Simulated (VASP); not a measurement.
# SiNi (rocksalt type) (Fm-3m) in VASP: further runs

SiNi (rocksalt type) is run at these levels: PBE; tasks: single point.

Everything below comes from runs of VASP 6.6.1. Logs are shortened: lines on timing, memory, paths and dates and some standing lists are left out, and cuts for length are marked.

## (1) The cell of the first run

It takes space group Fm-3m (No. 225, cubic). The conventional cell has a = 3.884 Å, b = 3.884 Å, c = 3.884 Å, α = 90.00°, β = 90.00°, γ = 90.00°. Within 2.6 Å of Ni (site symmetry m-3m) lie 6 Si at 1.94 Å. Si (site symmetry m-3m) has 6 Ni at 1.94 Å within 2.6 Å.

## (2) Single point, PBE (7.33 Å³/atom)

INCAR

```
SYSTEM = SiNi
ALGO = Normal
EDIFF = 1E-6
ENCUT = 520
GGA = PE
ISIF = 2
ISMEAR = -1
LASPH = .True.
LCHARG = .False.
LREAL = .False.
LWAVE = .False.
NBANDS = 14
NELM = 60
PREC = Accurate
SIGMA = 0.08
```

KPOINTS

```
k-points
0
Gamma
  14 14 14
  0 0 0
```

POSCAR

```
SiNi
1.0
    0.0000000000      1.9421625854      1.9421625854
    1.9421625854      0.0000000000      1.9421625854
    1.9421625854      1.9421625854      0.0000000000
Ni Si
1 1
Direct
    0.0000000000      0.0000000000      0.0000000000
    0.5000000000      0.5000000000      0.5000000000
```

Potentials or basis: VASP PAW PBE potentials, release 64 (Ni, Si).

Launch:

```bash
$ cat potpaw_PBE.64/Ni/POTCAR potpaw_PBE.64/Si/POTCAR > POTCAR
$ mpirun -np 1 vasp_std > vasp.out
```

OUTCAR:

```text
SYSTEM = SiNi
   EDIFF = 1E-6
   ENCUT = 520
   GGA = PE
   ISIF = 2
   ISMEAR = -1
   LASPH = .True.
   LREAL = .False.
   NELM = 60
   PREC = Accurate

 ion  position               nearest neighbor table
   1  0.000  0.000  0.000-   2 1.94   2 1.94   2 1.94   2 1.94   2 1.94   2 1.94
   2  0.500  0.500  0.500-   1 1.94   1 1.94   1 1.94   1 1.94   1 1.94   1 1.94

  LATTYP: Found a face centered cubic cell.
 ALAT       =     3.8843251708

  Lattice vectors:

 A1 = (   0.0000000000,   1.9421625854,   1.9421625854)
 A2 = (   1.9421625854,   0.0000000000,   1.9421625854)
 A3 = (   1.9421625854,   1.9421625854,   0.0000000000)

Analysis of symmetry for initial positions (statically):
=====================================================================
 Subroutine PRICEL returns:
 Original cell was already a primitive cell.

 Routine SETGRP: Setting up the symmetry group for a
 face centered cubic supercell.

 Subroutine GETGRP returns: Found 48 space group operations
 (whereof 48 operations were pure point group operations)
 out of a pool of 48 trial point group operations.

The static configuration has the point symmetry O_h .

Analysis of symmetry for dynamics (positions and initial velocities):
=====================================================================
 Subroutine PRICEL returns:
 Original cell was already a primitive cell.

 Routine SETGRP: Setting up the symmetry group for a
 face centered cubic supercell.

 Subroutine GETGRP returns: Found 48 space group operations
 (whereof 48 operations were pure point group operations)
 out of a pool of 48 trial point group operations.

The dynamic configuration has the point symmetry O_h .

 Subroutine INISYM returns: Found 48 space group operations
 (whereof 48 operations are pure point group operations),
 and found     1 'primitive' translations

----------------------------------------------------------------------------------------

                                     Primitive cell

  volume of cell :      14.6517

  direct lattice vectors                    reciprocal lattice vectors
     0.000000000  1.942162585  1.942162585    -0.257444976  0.257444976  0.257444976
     1.942162585  0.000000000  1.942162585     0.257444976 -0.257444976  0.257444976
     1.942162585  1.942162585  0.000000000     0.257444976  0.257444976 -0.257444976

  length of vectors
     2.746632669  2.746632669  2.746632669     0.445907778  0.445907778  0.445907778

  position of ions in fractional coordinates (direct lattice)
     0.000000000  0.000000000  0.000000000
     0.500000000  0.500000000  0.500000000

  ion indices of the primitive-cell ions
   primitive index   ion index
                 1           1
                 2           2

----------------------------------------------------------------------------------------

 KPOINTS: k-points

Automatic generation of k-mesh.
 Grid dimensions read from file:
 generate k-points for:   14   14   14

 Generating k-lattice:

  Cartesian coordinates                     Fractional coordinates (reciprocal lattice)
    -0.018388927  0.018388927  0.018388927     0.071428571  0.000000000  0.000000000
     0.018388927 -0.018388927  0.018388927     0.000000000  0.071428571  0.000000000
     0.018388927  0.018388927 -0.018388927     0.000000000  0.000000000  0.071428571

  Length of vectors
     0.031850556  0.031850556  0.031850556

  Shift w.r.t. Gamma in fractional coordinates (k-lattice)
     0.000000000  0.000000000  0.000000000

 Subroutine IBZKPT returns following result:
 ===========================================

 Found    104 irreducible k-points:

 Following reciprocal coordinates:
            Coordinates               Weight
  0.000000  0.000000  0.000000      1.000000
  0.071429  0.000000  0.000000      8.000000
  0.142857  0.000000  0.000000      8.000000
  0.214286  0.000000  0.000000      8.000000
  0.285714  0.000000  0.000000      8.000000
  0.357143  0.000000  0.000000      8.000000
[... 16 lines left out ...]
  0.214286  0.142857  0.000000     24.000000
  0.285714  0.142857  0.000000     24.000000
 [... further k-points ...]
   k-points           NKPTS =    104   k-points in BZ     NKDIM =    104   number of bands    NBANDS=     14
   number of dos      NEDOS =    301   number of ions     NIONS =      2
   total plane-waves  NPLWV =   8000
   dimension x,y,z NGX =    20 NGY =   20 NGZ =   20
   dimension x,y,z NGXF=    40 NGYF=   40 NGZF=   40
   ions per type =               1   1
   NGX,Y,Z   is equivalent  to a cutoff of  12.11, 12.11, 12.11 a.u.
   NGXF,Y,Z  is equivalent  to a cutoff of  24.21, 24.21, 24.21 a.u.
 SYSTEM =  SiNi
   PREC   = accura    normal or accurate (medium, high low for compatibility)
   ISTART =      0    job   : 0-new  1-cont  2-samecut
   ICHARG =      2    charge: 1-file 2-atom 10-const
   ISPIN  =      1    spin polarized calculation?
   LNONCOLLINEAR =      F non collinear calculations
   LSORBIT =      F    spin-orbit coupling
   LASPH  =      T    aspherical Exc in radial PAW
   ENCUT  =  520.0 eV  38.22 Ry    6.18 a.u.   5.11  5.11  5.11*2*pi/ulx,y,z
   NELM   =     60;   NELMIN=  2; NELMDL= -5     # of ELM steps
   EDIFF  = 0.1E-05   stopping-criterion for ELM
   LREAL  =      F    real-space projection
   EDIFFG = 0.1E-04   stopping-criterion for IOM
   NSW    =      0    number of steps for IOM
   IBRION =     -1    ionic relax: 0-MD 1-quasi-New 2-CG
   NFREE  =      0    steps in history (QN), initial steepest desc. (CG)
   ISIF   =      2    stress and relaxation
   ISYM   =      2    0-nonsym 1-usesym 2-fastsym
   POTIM  = 0.5000    time-step for ionic-motion
   TEBEG  =    0.0;   TEEND  =   0.0 temperature during run
   PSTRESS=    0.0 pullay stress
   NELECT =      14.0000    total number of electrons
   NUPDOWN=      -1.0000    fix difference up-down
   EMIN   =  10.00;   EMAX   =-10.00  energy-range for DOS
   EFERMI =   0.00;   METHOD = LEGACY
   ISMEAR =    -1;   SIGMA  =   0.08  broadening in eV -4-tet -1-fermi 0-gaus
   EFERMI_NEDOS =   21; number of points for ismear=-14 and -15
   IALGO  =     38    algorithm
   IMIX   =      4    mixing-type and parameters
     AMIX     =   0.40;   BMIX     =  1.00
     AMIX_MAG =   1.60;   BMIX_MAG =  1.00
  volume/ion in A,a.u.               =       7.33        49.44
  Fermi-wavevector in a.u.,A,eV,Ry     =   1.612459  3.047105 35.375460  2.600023
  Thomas-Fermi vector in A             =   2.707685
   LORBIT       =      0    0 simple, 1 ext, 2 COOP (PROOUT), +10 PAW based schemes
   GGA     = PE    functional components
   LHFCALC =     F    Hartree Fock is set to
   AEXX    =    0.0000 exact exchange contribution
   IVDW    =     0    specifies the selected vdW correction
   LEPSILON=     F    determine dielectric tensor
   LRPA    =     F    only Hartree local field effects (RPA)
 non-spin polarized calculation
  energy-cutoff  :      520.00
  volume of cell :       14.65
 maximum number of plane-waves:       411
   NGX = 11   NGY = 11   NGZ = 11

 number of electron      14.0000007 magnetization

 Free energy of the ion-electron system (eV)
  ---------------------------------------------------
  ext. energy  EPLUGINS =         0.00000000
  ---------------------------------------------------
  free energy    TOTEN  =        -4.03179157 eV

  energy without entropy =       -4.01590152  energy(sigma->0) =       -4.02384654

 E-fermi :  19.9265     XC(G=0): -14.8986

 val. band max:       19.9201869957   @ k =   0.5000   0.3571   0.1429
 cond. band min:      19.9698942489   @ k =   0.4286   0.2857   0.0714
 fundamental gap:      0.0497072532
 Fermi energy:        19.9264888390

 k-point     1 :       0.0000    0.0000    0.0000
  band No.  band energies     occupation
      1       1.7822      2.00000
      2      13.5860      2.00000
      3      13.5860      2.00000
      4      13.5860      2.00000
      5      13.9437      2.00000
      6      13.9437      2.00000
      7      27.1872      0.00000
      8      27.1872      0.00000
      9      27.1872      0.00000
     10      31.7723      0.00000
     11      32.2884      0.00000
     12      32.2884      0.00000
     13      32.2884      0.00000
     14      39.2639      0.00000

 k-point     2 :       0.0714    0.0000    0.0000
  band No.  band energies     occupation
      1       1.9396      2.00000
      2      13.4776      2.00000
      3      13.6269      2.00000
      4      13.6269      2.00000
      5      13.9202      2.00000
      6      13.9202      2.00000
      7      26.3776      0.00000
      8      27.2156      0.00000
      9      27.2156      0.00000
     10      30.7294      0.00000
     11      32.4144      0.00000
     12      32.4144      0.00000
     13      34.0411      0.00000
     14      38.0516      0.00000

 k-point     3 :       0.1429    0.0000    0.0000
  band No.  band energies     occupation
      1       2.4067      2.00000
      2      13.1624      2.00000
      3      13.5810      2.00000
      4      13.5810      2.00000
      5      14.0274      2.00000
      6      14.0274      2.00000
      7      24.5011      0.00000
      8      27.2763      0.00000
      9      27.2763      0.00000
     10      30.1609      0.00000
     11      32.6589      0.00000
     12      32.6589      0.00000
     13      36.0047      0.00000
     14      36.4537      0.00000
[... 324 lines left out ...]
 k-point    23 :       0.2143    0.1429    0.0000
  band No.  band energies     occupation
      1       3.1652      2.00000
      2      12.8101      2.00000
      3      13.1178      2.00000
      4      13.8156      2.00000
      5      14.0646      2.00000
      6      14.3517      2.00000
      7      23.9014      0.00000
      8      24.8290      0.00000
      9      27.7526      0.00000
     10      29.0715      0.00000
     11      30.6128      0.00000
     12      34.1168      0.00000
     13      34.2955      0.00000
     14      38.8577      0.00000

 k-point    24 :       0.2857    0.1429    0.0000
  band No.  band energies     occupation
      1       3.9996      2.00000
      2      12.3365      2.00000
      3      12.8179      2.00000
      4      13.6185      2.00000
      5      14.4200      2.00000
      6      14.7791      2.00000
      7      21.8281      0.00000
      8      24.3957      0.00000
      9      27.8619      0.00000
     10      28.5525      0.00000
     11      30.4298      0.00000
     12      34.1984      0.00000
     13      34.4105      0.00000
     14      39.1873      0.00000

 [... further k-points ...]

------------------------ aborting loop because EDIFF is reached ----------------------------------------

  FORCE on cell =-STRESS in cart. coord.  units (eV):
  Direction    XX          YY          ZZ          XY          YZ          ZX
  --------------------------------------------------------------------------------------
  -------------------------------------------------------------------------------------
  Total       28.4683845     28.4683845     28.4683845      0.0000000      0.0000000     -0.0000000
  in kB     3113.0540329   3113.0540329   3113.0540329      0.0000000      0.0000000     -0.0000000
  external PRESSURE =    3113.0540329 kB  Pullay stress =       0.0000000 kB

 VOLUME and BASIS-vectors are now :
 -----------------------------------------------------------------------------
  energy-cutoff  :      520.00
  volume of cell :       14.65
      direct lattice vectors                 reciprocal lattice vectors
     0.000000000  1.942162585  1.942162585    -0.257444976  0.257444976  0.257444976
     1.942162585  0.000000000  1.942162585     0.257444976 -0.257444976  0.257444976
     1.942162585  1.942162585  0.000000000     0.257444976  0.257444976 -0.257444976

 POSITION                                       TOTAL-FORCE (eV/Angst)
 -----------------------------------------------------------------------------------
      0.00000      0.00000      0.00000         0.000000     -0.000000     -0.000000
      1.94216      1.94216      1.94216        -0.000000      0.000000      0.000000
 -----------------------------------------------------------------------------------
    total drift:                                0.000000     -0.000000     -0.000000

  FREE ENERGIE OF THE ION-ELECTRON SYSTEM (eV)
  ---------------------------------------------------
  free  energy   TOTEN  =        -4.0317915721 eV

  energy  without entropy=       -4.0159015176  energy(sigma->0) =       -4.02384654
```

Run time: 17 s. Hardware: 1 thread of Intel Xeon Platinum 8259CL at 2.50GHz (Skylake/Cascade Lake), shared host; peak memory 0.14 GiB.

What came out:

```yaml
Free_energy: -4.0318 eV
Pressure: 311.3 GPa
Band_gap_on_the_k_mesh: zero (bands 7 and 8 overlap by 9.30 eV)
```

Caveat: the cell stands under pressure. Spin polarisation is off, so any magnetic state and its effect on volume and gap are missing.

(Continued in part 2 of 2.)
